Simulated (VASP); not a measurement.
The system is Ti3Al.

```
Ti Al
1.0
     0.00000    3.43753    3.43753
     3.43753    0.00000    3.43753
     3.43753    3.43753    0.00000
Ti Al
3 1
Direct
  0.75000 0.75000 0.75000
  0.25000 0.25000 0.25000
  0.00000 0.00000 0.00000
  0.50000 0.50000 0.50000
```

Base run:

- Program: VASP 6.6.1
- Functional: PBEsol
- Potentials or basis: VASP PAW PBE potentials, release 64 (Ti_sv, Al)
- Cutoff: 520 eV
- k mesh: 12 × 12 × 12
- Occupations: gaussian, width 0.15 eV
- Spin: collinear spin
- Starting moments: [0.8, 0.8, 0.8, 0.0] μB
- Fixed moment: 2.4 μB

Its results: pressure -16.8 GPa; site moments Ti +0.33, +1.10 (each value once); Al -0.03 μB.

Q: The run is repeated on the same cell with these changes: fixed moment from 2.4 μB to 0.6 μB; moments at the start from [0.8, 0.8, 0.8, 0.0] to [0.2, 0.2, 0.2, 0.0]. What comes out?

A: Pressure -17.4 GPa; site moments Ti -0.04, +0.55 (each value once); Al -0.01 μB.

Caveats: the cell stands under tension; the PAW data sets were made with another functional, which shifts forces and pressure a little; the total moment is fixed, so each spin has its own Fermi level.
